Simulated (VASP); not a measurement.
**Si3Ge: single point with PBE**

Si3Ge:

```
CELL_PARAMETERS angstrom
0.00000 3.24589 3.24589
3.24589 0.00000 3.24589
3.24589 3.24589 0.00000
ATOMIC_POSITIONS crystal
Si 0.75000 0.75000 0.75000
Si 0.25000 0.25000 0.25000
Si 0.50000 0.50000 0.50000
Ge 0.00000 0.00000 0.00000
```

* Program: VASP 6.6.1
* Task: single point
* Functional: PBE
* Potentials or basis: VASP PAW PBE potentials, release 64 (Si, Ge_d)
* Cutoff: 520 eV
* k mesh: 4 × 4 × 4
* Occupations: gaussian, width 0.1 eV
* Spin: no spin polarisation

```yaml
Pressure: -4.8 GPa
Band_gap_on_the_k_mesh: zero (band 13 reaches 10.67 eV, above the bottom of band 14 at 5.76 eV)
```

Levels at points of the mesh, in eV from the Fermi level:
| k point | band 10 | band 11 | band 12 | band 13 | band 14 | band 15 | band 16 | band 17 |
| --- | --- | --- | --- | --- | --- | --- | --- | --- |
| (0.00, 0.00, 0.00) | -2.15 | -2.15 | -2.02 | -2.02 | -2.02 | -0.50 | -0.28 | -0.28 |
| (0.50, 0.00, 0.00) | -3.04 | -3.04 | -2.94 | -2.94 | 1.90 | 2.13 | 3.49 | 3.49 |
| (0.50, 0.50, 0.00) | -5.49 | -5.49 | 2.89 | 2.89 | 2.93 | 2.93 | 3.61 | 3.92 |

Run time: 6 s on 1 thread of Intel(R) Xeon(R) 6975P-C (Granite Rapids), with other jobs on the host, peak memory 0.19 GiB.

Caveat: the k points lie up to 0.42 Å⁻¹ apart.
